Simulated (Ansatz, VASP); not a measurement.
**B3Sb2P: VASP beside Ansatz**

```
B Sb P
1.0
     3.18821    0.00000    0.00000
    -1.59410    2.76107    0.00000
     0.00000    0.00000   11.39412
B Sb P
3 2 1
Direct
  0.66667 0.33333 0.50000
  0.00000 0.00000 0.00000
  0.00000 0.00000 0.50000
  0.33333 0.66667 0.31497
  0.33333 0.66667 0.68503
  0.66667 0.33333 0.00000
```

Change from the starting cell: species swapped into the Gd2CoNi3 type (P-6m2, No. 187).

Alike in both runs: functional PBE; k mesh 6 × 6 × 2; occupations gaussian, width 0.1 eV; no spin polarisation.

Ansatz relaxed the structure, and its values are those at the end. VASP's run is a single point on that final structure, the one shown.

|  | VASP | Ansatz |
| --- | --- | --- |
| version | VASP 6.6.1 | Ansatz 0.2.0 |
| potentials or method | VASP PAW PBE potentials, release 64 (B, Sb, P), cutoff 520 eV | scalar-relativistic, plane waves, PAW |
| valence electrons in the cell | 24 | 44 |

|  | VASP | Ansatz | Ansatz less VASP |
| --- | --- | --- | --- |
| gap on the k mesh at the Fermi level (eV) | none | none | - |
| pressure (GPa) | 0.0 | 0.2 | +0.17 |

A gap of «none» marks a metal or a gap that the smearing closes. With one functional, cell and mesh, what is left measures potentials, basis and numerics. VASP's potentials hold 24 valence electrons a cell and Ansatz's 44, so a difference there can come from the potentials and not from the codes.

The k mesh is coarse, so the values compare programs but aren't converged. Neither program's run includes spin-orbit coupling.
